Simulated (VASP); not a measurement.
A run of VASP 6.6.1:

Contents of INCAR:

```
PREC = Accurate
ENCUT = 520
EDIFF = 1E-7
ISMEAR = 0
SIGMA = 0.15
LREAL = F
LASPH = T
NELM = 80
ALGO = Fast
ISIF = 2
LWAVE = F
LCHARG = F
GGA = PS
NBANDS = 13
```

File KPOINTS:

```
Automatic mesh
0
Gamma
  22 22 22
```

The input POSCAR:

```
Ru
1.0
   -0.0191500000      1.9150000000      1.9150000000
    1.9150000000     -0.0191500000      1.9150000000
    1.8958500000      1.8958500000      0.0000000000
Ru
1
Direct
    0.0000000000      0.0000000000      0.0000000000
```

Potentials or basis: VASP PAW PBE potentials, release 64 (Ru_pv).

Launch:

```sh
$ cat potpaw_PBE.64/Ru_pv/POTCAR > POTCAR
$ mpirun -np 1 vasp_std > vasp.out
```

Hardware: 1 thread of Intel(R) Xeon(R) 6975P-C (Granite Rapids), on a shared host.

**Question.** How long does it take, and how much memory?

**Answer.** Run time: 89 s on 1 thread of Intel(R) Xeon(R) 6975P-C (Granite Rapids) (shared host), peak memory 0.35 GiB. Counts: scf iterations 13, k points 1530.
